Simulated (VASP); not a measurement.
# Na (P2_1/m) in VASP: further runs

Na is run at these levels: PBE; tasks: electric field gradients.

Everything below comes from runs of VASP 6.6.1. Logs are shortened: lines on timing, memory, paths and dates and some standing lists are left out, and cuts for length are marked.

### 1 The cell of the first run

It takes space group P2_1/m (No. 11, monoclinic). The conventional cell has a = 3.702 Å, b = 6.154 Å, c = 3.768 Å, α = 90.00°, β = 118.27°, γ = 90.00°. Within 4.9 Å of Na (site symmetry m) lie 12 Na at 3.70 to 3.83 Å.

### 2 Electric field gradients, PBE (xy shear strain of -4 %)

INCAR reads:

```
SYSTEM = Na
PREC = Accurate
ENCUT = 520
EDIFF = 1E-8
ISMEAR = -1
SIGMA = 0.05
LREAL = .FALSE.
LASPH = .TRUE.
NELM = 80
ALGO = Normal
ISIF = 2
LWAVE = .FALSE.
LCHARG = .FALSE.
GGA = PE
LEFG = .TRUE.
NBANDS = 14
```

KPOINTS reads:

```
Automatic mesh
0
G
  11 11 6
  0 0 0
```

POSCAR reads:

```
Na
1.0
    3.7670009976     -0.0753400200      0.0000000000
   -1.9487468700      3.2999885700      0.0000000000
    0.0000000000      0.0000000000      6.1540000000
Na
2
Direct
    0.3333333333      0.6666666667      0.2500000000
    0.6666666667      0.3333333333      0.7500000000
```

Potentials or basis: VASP PAW PBE potentials, release 64 (Na_pv).

Launch:

```
$ cat potpaw_PBE.64/Na_pv/POTCAR > POTCAR
$ mpirun -np 1 vasp_std > vasp.out
```

OUTCAR:

```text
SYSTEM = Na
   PREC = Accurate
   ENCUT = 520
   EDIFF = 1E-8
   ISMEAR = -1
   LREAL = .FALSE.
   LASPH = .TRUE.
   NELM = 80
   ISIF = 2
   GGA = PE

 ion  position               nearest neighbor table
   1  0.333  0.667  0.250-
   2  0.667  0.333  0.750-

  LATTYP: Found a simple monoclinic cell.
 ALAT       =     3.7019462913
 B/A-ratio  =     1.6623687962
 C/A-ratio  =     1.0177766034
 COS(beta)  =    -0.4736455830

  Lattice vectors:

 A1 = (   1.8182541276,   3.2246485500,   0.0000000000)
 A2 = (   0.0000000000,   0.0000000000,  -6.1540000000)
 A3 = (  -3.7670009976,   0.0753400200,   0.0000000000)

Analysis of symmetry for initial positions (statically):
=====================================================================
 Subroutine PRICEL returns:
 Original cell was already a primitive cell.

 Routine SETGRP: Setting up the symmetry group for a
 simple monoclinic supercell.

 Subroutine GETGRP returns: Found  4 space group operations
 (whereof  2 operations were pure point group operations)
 out of a pool of  4 trial point group operations.

The static configuration has the point symmetry S_2 .
 The point group associated with its full space group is C_2h.

Analysis of symmetry for dynamics (positions and initial velocities):
=====================================================================
 Subroutine PRICEL returns:
 Original cell was already a primitive cell.

 Routine SETGRP: Setting up the symmetry group for a
 simple monoclinic supercell.

 Subroutine GETGRP returns: Found  4 space group operations
 (whereof  2 operations were pure point group operations)
 out of a pool of  4 trial point group operations.

The dynamic configuration has the point symmetry S_2 .
 The point group associated with its full space group is C_2h.

 Subroutine INISYM returns: Found  4 space group operations
 (whereof  2 operations are pure point group operations),
 and found     1 'primitive' translations

----------------------------------------------------------------------------------------

                                     Primitive cell

  volume of cell :      75.5972

  direct lattice vectors                    reciprocal lattice vectors
     3.767000998 -0.075340020  0.000000000     0.268635922  0.158637947  0.000000000
    -1.948746870  3.299988570  0.000000000     0.006133062  0.306653119  0.000000000
     0.000000000  0.000000000  6.154000000     0.000000000  0.000000000  0.162495938

  length of vectors
     3.767754322  3.832432508  6.154000000     0.311979578  0.306714443  0.162495938

  position of ions in fractional coordinates (direct lattice)
     0.333333333  0.666666667  0.250000000
     0.666666667  0.333333333  0.750000000

  ion indices of the primitive-cell ions
   primitive index   ion index
                 1           1
                 2           2

----------------------------------------------------------------------------------------

 KPOINTS: Automatic mesh

Automatic generation of k-mesh.
 Grid dimensions read from file:
 generate k-points for:   11   11    6

 Generating k-lattice:

  Cartesian coordinates                     Fractional coordinates (reciprocal lattice)
     0.024421447  0.014421632  0.000000000     0.090909091  0.000000000  0.000000000
     0.000557551  0.027877556  0.000000000     0.000000000  0.090909091  0.000000000
     0.000000000  0.000000000  0.027082656     0.000000000  0.000000000  0.166666667

  Length of vectors
     0.028361780  0.027883131  0.027082656

  Shift w.r.t. Gamma in fractional coordinates (k-lattice)
     0.000000000  0.000000000  0.000000000

 Subroutine IBZKPT returns following result:
 ===========================================

 Found    244 irreducible k-points:

 Following reciprocal coordinates:
            Coordinates               Weight
  0.000000  0.000000  0.000000      1.000000
  0.090909 -0.000000  0.000000      2.000000
  0.181818 -0.000000  0.000000      2.000000
  0.272727 -0.000000  0.000000      2.000000
  0.363636  0.000000  0.000000      2.000000
  0.454545 -0.000000  0.000000      2.000000
[... 16 lines left out ...]
  0.454545  0.181818  0.000000      2.000000
 -0.454545  0.181818  0.000000      2.000000
 [... further k-points ...]
   k-points           NKPTS =    244   k-points in BZ     NKDIM =    244   number of bands    NBANDS=     14
   number of dos      NEDOS =    301   number of ions     NIONS =      2
   total plane-waves  NPLWV =  40320
   dimension x,y,z NGX =    28 NGY =   30 NGZ =   48
   dimension x,y,z NGXF=    56 NGYF=   60 NGZF=   96
   ions per type =               2
   NGX,Y,Z   is equivalent  to a cutoff of  12.35, 13.01, 12.97 a.u.
   NGXF,Y,Z  is equivalent  to a cutoff of  24.71, 26.03, 25.93 a.u.
 SYSTEM =  Na
   PREC   = accura    normal or accurate (medium, high low for compatibility)
   ISTART =      0    job   : 0-new  1-cont  2-samecut
   ICHARG =      2    charge: 1-file 2-atom 10-const
   ISPIN  =      1    spin polarized calculation?
   LNONCOLLINEAR =      F non collinear calculations
   LSORBIT =      F    spin-orbit coupling
   LASPH  =      T    aspherical Exc in radial PAW
   ENCUT  =  520.0 eV  38.22 Ry    6.18 a.u.   7.01  7.13 11.44*2*pi/ulx,y,z
   NELM   =     80;   NELMIN=  2; NELMDL= -5     # of ELM steps
   EDIFF  = 0.1E-07   stopping-criterion for ELM
   LREAL  =      F    real-space projection
   EDIFFG = 0.1E-06   stopping-criterion for IOM
   NSW    =      0    number of steps for IOM
   IBRION =     -1    ionic relax: 0-MD 1-quasi-New 2-CG
   NFREE  =      0    steps in history (QN), initial steepest desc. (CG)
   ISIF   =      2    stress and relaxation
   ISYM   =      2    0-nonsym 1-usesym 2-fastsym
   POTIM  = 0.5000    time-step for ionic-motion
   TEBEG  =    0.0;   TEEND  =   0.0 temperature during run
   PSTRESS=    0.0 pullay stress
   NELECT =      14.0000    total number of electrons
   NUPDOWN=      -1.0000    fix difference up-down
   EMIN   =  10.00;   EMAX   =-10.00  energy-range for DOS
   EFERMI =   0.00;   METHOD = LEGACY
   ISMEAR =    -1;   SIGMA  =   0.05  broadening in eV -4-tet -1-fermi 0-gaus
   EFERMI_NEDOS =   21; number of points for ismear=-14 and -15
   IALGO  =     38    algorithm
   IMIX   =      4    mixing-type and parameters
     AMIX     =   0.40;   BMIX     =  1.00
     AMIX_MAG =   1.60;   BMIX_MAG =  1.00
  volume/ion in A,a.u.               =      37.80       255.08
  Fermi-wavevector in a.u.,A,eV,Ry     =   0.933144  1.763387 11.847391  0.870759
  Thomas-Fermi vector in A             =   2.059816
   LORBIT       =      0    0 simple, 1 ext, 2 COOP (PROOUT), +10 PAW based schemes
   GGA     = PE    functional components
   LHFCALC =     F    Hartree Fock is set to
   AEXX    =    0.0000 exact exchange contribution
   IVDW    =     0    specifies the selected vdW correction
   LEPSILON=     F    determine dielectric tensor
   LRPA    =     F    only Hartree local field effects (RPA)
 non-spin polarized calculation
  energy-cutoff  :      520.00
  volume of cell :       75.60
 maximum number of plane-waves:      2058
   NGX = 13   NGY = 15   NGZ = 23

 number of electron      14.0000004 magnetization

 Free energy of the ion-electron system (eV)
  ---------------------------------------------------
  ext. energy  EPLUGINS =         0.00000000
  ---------------------------------------------------
  free energy    TOTEN  =        -2.62056519 eV

  energy without entropy =       -2.61021010  energy(sigma->0) =       -2.61538764

 E-fermi :   0.2915     XC(G=0):  -6.4511

 val. band max:        0.2838882173   @ k =   0.1818  -0.0000   0.1667
 cond. band min:       0.2959658311   @ k =  -0.3636   0.2727   0.3333
 fundamental gap:      0.0120776138
 Fermi energy:         0.2915396467

 k-point     1 :       0.0000    0.0000    0.0000
  band No.  band energies     occupation
      1     -24.6712      2.00000
      2     -24.6443      2.00000
      3     -24.6434      2.00000
      4     -24.6398      2.00000
      5     -24.6389      2.00000
      6     -24.6386      2.00000
      7      -2.9650      2.00000
      8       0.8237      0.00005
      9       1.2104      0.00000
     10       9.8252      0.00000
     11      10.1094      0.00000
     12      10.4446      0.00000
     13      10.5659      0.00000
     14      10.9497      0.00000

 k-point     2 :       0.0909   -0.0000    0.0000
  band No.  band energies     occupation
      1     -24.6702      2.00000
      2     -24.6464      2.00000
      3     -24.6442      2.00000
      4     -24.6419      2.00000
      5     -24.6393      2.00000
      6     -24.6390      2.00000
      7      -2.8400      2.00000
      8       0.9349      0.00001
      9       1.3324      0.00000
     10       8.6540      0.00000
     11       9.0026      0.00000
     12       9.6371      0.00000
     13      11.1693      0.00000
     14      11.5234      0.00000

 k-point     3 :       0.1818   -0.0000    0.0000
  band No.  band energies     occupation
      1     -24.6677      2.00000
      2     -24.6521      2.00000
      3     -24.6477      2.00000
      4     -24.6459      2.00000
      5     -24.6404      2.00000
      6     -24.6400      2.00000
      7      -2.4667      2.00000
      8       1.2691      0.00000
      9       1.6924      0.00000
     10       6.6108      0.00000
     11       8.1672      0.00000
     12       8.5829      0.00000
     13       9.9592      0.00000
     14      10.9192      0.00000
[... 324 lines left out ...]
 k-point    23 :       0.4545    0.1818    0.0000
  band No.  band energies     occupation
      1     -24.6681      2.00000
      2     -24.6630      2.00000
      3     -24.6549      2.00000
      4     -24.6548      2.00000
      5     -24.6482      2.00000
      6     -24.6476      2.00000
      7       0.3630      0.38670
      8       1.7199      0.00000
      9       3.5746      0.00000
     10       3.9033      0.00000
     11       4.7424      0.00000
     12       5.2312      0.00000
     13       6.3329      0.00000
     14       7.2326      0.00000

 k-point    24 :      -0.4545    0.1818    0.0000
  band No.  band energies     occupation
      1     -24.6643      2.00000
      2     -24.6606      2.00000
      3     -24.6584      2.00000
      4     -24.6529      2.00000
      5     -24.6471      2.00000
      6     -24.6450      2.00000
      7      -0.6952      2.00000
      8       2.8969      0.00000
      9       2.9165      0.00000
     10       3.5227      0.00000
     11       4.4030      0.00000
     12       6.7083      0.00000
     13       7.4339      0.00000
     14       7.5375      0.00000

 [... further k-points ...]

------------------------ aborting loop because EDIFF is reached ----------------------------------------

  FORCE on cell =-STRESS in cart. coord.  units (eV):
  Direction    XX          YY          ZZ          XY          YZ          ZX
  --------------------------------------------------------------------------------------
  -------------------------------------------------------------------------------------
  Total       -0.1045319     -0.0976033      0.0069678      0.0377833      0.0000000      0.0000000
  in kB       -2.2154082     -2.0685648      0.1476731      0.8007635      0.0000000      0.0000000
  external PRESSURE =      -1.3787666 kB  Pullay stress =       0.0000000 kB

 VOLUME and BASIS-vectors are now :
 -----------------------------------------------------------------------------
  energy-cutoff  :      520.00
  volume of cell :       75.60
      direct lattice vectors                 reciprocal lattice vectors
     3.767000998 -0.075340020  0.000000000     0.268635922  0.158637947  0.000000000
    -1.948746870  3.299988570  0.000000000     0.006133062  0.306653119  0.000000000
     0.000000000  0.000000000  6.154000000     0.000000000  0.000000000  0.162495938

 POSITION                                       TOTAL-FORCE (eV/Angst)
 -----------------------------------------------------------------------------------
     -0.04350      2.17488      1.53850         0.014016     -0.000182      0.000000
      1.86175      1.04977      4.61550        -0.014016      0.000182      0.000000
 -----------------------------------------------------------------------------------
    total drift:                                0.000000     -0.000000      0.000000

  FREE ENERGIE OF THE ION-ELECTRON SYSTEM (eV)
  ---------------------------------------------------
  free  energy   TOTEN  =        -2.6205651930 eV

  energy  without entropy=       -2.6102100964  energy(sigma->0) =       -2.61538764

 Electric field gradients (V/A^2)
---------------------------------------------------------------------
 ion       V_xx      V_yy      V_zz      V_xy      V_xz      V_yz
---------------------------------------------------------------------
   1       0.197     0.249    -0.446     0.345     0.000    -0.000
   2       0.197     0.249    -0.446     0.345     0.000    -0.000
---------------------------------------------------------------------

 Electric field gradients after diagonalization (V/A^2)
 (convention: |V_zz| > |V_xx| > |V_yy|)
----------------------------------------------------------------------
 ion       V_xx      V_yy      V_zz     asymmetry (V_yy - V_xx)/ V_zz
----------------------------------------------------------------------
   1      -0.446    -0.123     0.569       0.568
   2      -0.446    -0.123     0.569       0.568
----------------------------------------------------------------------

           NMR quadrupolar parameters

 Cq : quadrupolar parameter    Cq=e*Q*V_zz/h
 eta: asymmetry parameters     (V_yy - V_xx)/ V_zz
 Q  : nuclear electric quadrupole moment in mb (millibarn)
----------------------------------------------------------------------
 ion       Cq(MHz)       eta       Q (mb)
----------------------------------------------------------------------
   1       0.001       0.568       1.000
   2       0.001       0.568       1.000
----------------------------------------------------------------------
```

Run time: 67 s. Hardware: 1 thread of Intel Xeon 6975P-C (Granite Rapids), shared host; peak memory 0.31 GiB.

Results:

```yaml
Free_energy: -2.6206 eV
Pressure: -0.1 GPa
Largest_force: 0.014 eV/Å
Band_gap_on_the_k_mesh: zero (bands 7 and 8 overlap by 4.06 eV)
Largest_electric_field_gradient_by_atom: Na +0.6 V/Å²
```

Forces on the atoms (eV/Å):
```
Na   0.014  0.000  0.000
Na  -0.014  0.000  0.000
```

Electric field gradients, principal values (V/Å²):
| atom | least | middle | greatest (by size) |
| --- | --- | --- | --- |
| 1 Na | -0.123 | -0.446 | 0.569 |
| 2 Na | -0.123 | -0.446 | 0.569 |

Caveat: the cell differs from its parent crystal (xy shear strain of -4 %); without QUAD_EFG the Cq values of the log hold for a quadrupole moment of 1 mb, not for the nuclei.

[end of part 1 of 2]
